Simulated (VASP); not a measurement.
A run of VASP 6.6.1 is set up as follows.

The input INCAR:

```
PREC = Accurate
ENCUT = 520
EDIFF = 1E-6
ISMEAR = -1
SIGMA = 0.02
LREAL = False
LASPH = True
NELM = 100
ALGO = Normal
ISIF = 2
LWAVE = False
LCHARG = False
GGA = PE
NBANDS = 16
```

Contents of KPOINTS:

```
Automatic mesh
0
Gamma
  12 12 6
```

Contents of POSCAR:

```
MgO
1.0
    3.2882171726      0.0000000000      0.0000000000
   -1.6441085863      2.8476796046      0.0000000000
    0.0000000000      0.0000000000      5.1098819145
Mg O
2 2
Direct
    0.3333333333      0.6666666667     -0.0076843109
    0.6666666667      0.3333333333      0.4923156891
    0.3333333333      0.6666666667      0.3826843109
    0.6666666667      0.3333333333      0.8826843109
```

Potentials or basis: VASP PAW PBE potentials, release 64 (Mg, O).

Run with:

```console
$ cat potpaw_PBE.64/Mg/POTCAR potpaw_PBE.64/O/POTCAR > POTCAR
$ mpirun -np 1 vasp_std > vasp.out
```

Task: Predict the pressure.

Result: 1.8 GPa.

Task: Predict the band gap on the k mesh.

Result: 3.51 eV, direct.

Task: Estimate the largest force.

Result: 0.009 eV/Å.

Stress tensor (GPa, compression positive):
```
2.06 0.00 0.00
0.00 2.06 0.00
0.00 0.00 1.43
```

Caveat: the cell differs from its parent crystal (uniaxial z strain +1.5%). A k mesh can miss the band edges.
